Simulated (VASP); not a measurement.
Input of a VASP 6.6.1 run:

Contents of INCAR:

```
SYSTEM = C
PREC = Accurate
ENCUT = 600
EDIFF = 1E-6
ISMEAR = 1
SIGMA = 0.05
LREAL = .False.
LASPH = .True.
NELM = 120
ALGO = Normal
ISIF = 2
LWAVE = .False.
LCHARG = .True.
GGA = PE
LELF = .True.
LVHAR = .True.
NBANDS = 11
GGA_COMPAT = .False.
```

File KPOINTS:

```
regular mesh
0
Gamma
  14 14 14
  0 0 0
```

Contents of POSCAR:

```
C
1.0
    0.0000000000      1.7834000000      1.7834000000
    1.7834000000      0.0000000000      1.7834000000
    1.7834000000      1.7834000000      0.0000000000
C
2
Direct
    0.5000000000      0.5000000000      0.5000000000
    0.7500000000      0.7500000000      0.7500000000
```

Potentials or basis: VASP PAW PBE potentials, release 64 (C).

Command:

```console
$ cat potpaw_PBE.64/C/POTCAR > POTCAR
$ mpirun -np 1 vasp_std > vasp.out
```

(1) What does it give for the band gap on the k mesh?

(2) Estimate the pressure.

Answers

(1) 4.13 eV, indirect (least direct gap 5.59 eV).

(2) 1.8 GPa.
